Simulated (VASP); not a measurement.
Here is a VASP 6.6.1 calculation.

INCAR

```
SYSTEM = Al2H
PREC = Accurate
ENCUT = 500
EDIFF = 1E-6
ISMEAR = 0
SIGMA = 0.1
LREAL = .False.
LASPH = .True.
NELM = 120
ALGO = Normal
ISIF = 2
LWAVE = .False.
LCHARG = .False.
GGA = PE
NBANDS = 10
GGA_COMPAT = .False.
```

KPOINTS

```
Automatic mesh
0
Gamma
  6 6 4
  0 0 0
```

The input POSCAR:

```
Al2H
1.0
    2.8219171146      0.0000000000      0.0000000000
    0.0000000000      2.8219171146      0.0000000000
    0.0000000000      0.0000000000      4.7364475303
Al H
2 1
Direct
    0.0000000000      0.5000000000      0.2827911968
    0.5000000000      0.0000000000      0.7172088032
    0.0000000000      0.0000000000      0.0000000000
```

Potentials or basis: VASP PAW PBE potentials, release 64 (Al, H).

Launch:

```bash
$ cat potpaw_PBE.64/Al/POTCAR potpaw_PBE.64/H/POTCAR > POTCAR
$ mpirun -np 1 vasp_std > vasp.out
```

Task: Estimate the band gap on the k mesh.

Result: Zero (an odd number of electrons rules out a gap without spin polarisation).

Task: Predict the largest force.

Result: 0.212 eV/Å.

Task: Predict the pressure.

Result: 0.0 GPa.

Stress tensor (GPa, compression positive):
```
-0.70  0.00  0.00
 0.00 -0.70  0.00
 0.00  0.00  1.42
```

Caveat: the k points lie up to 0.37 Å⁻¹ apart, too coarse for converged energies and pressures of a metal.
